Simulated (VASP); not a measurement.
LiCl, 4 atoms in the cell. Symmetry: P6_3mc, No. 186, hexagonal system. The conventional cell has a = 3.927 Å, b = 3.927 Å, c = 6.285 Å, α = 90.00°, β = 90.00°, γ = 120.00°. Li (site symmetry 3m) has 4 Cl at 2.39 Å within 3.2 Å. Within 3.2 Å of Cl (site symmetry 3m) lie 4 Li at 2.39 Å. 

```yaml
Program: VASP 6.6.1
Task: relaxation of cell and atoms
Functional: LDA
Potentials_or_basis: VASP PAW LDA potentials, release 64 (Li_sv, Cl)
Cutoff: 600 eV
k_mesh: 12 × 12 × 4
Occupations: fermi-dirac, width 0.02 eV
Spin: no spin polarisation
Dipole_correction: no
Further_INCAR_settings: ALGO = Normal; EDIFF = 1e-06; IBRION = 2; EDIFFG = -0.005; NSW = 80; ISIF = 3
```

Potentials or basis: VASP PAW LDA potentials, release 64 (Li_sv, Cl).

The run is started by

```console
$ cat potpaw_LDA.64/Li_sv/POTCAR potpaw_LDA.64/Cl/POTCAR > POTCAR
$ mpirun -np 1 vasp_std > vasp.out
```

Hardware: 1 thread of Intel(R) Xeon(R) Platinum 8259CL CPU @ 2.50GHz (Skylake/Cascade Lake), on a shared host.

**Question.** Estimate the wall time of this run.

**Answer.** Wall time 4.5 min on 1 thread of Intel(R) Xeon(R) Platinum 8259CL CPU @ 2.50GHz (Skylake/Cascade Lake), on a shared host, peak memory 0.21 GiB. Counts: scf iterations 67, k points 57, ion steps 11.
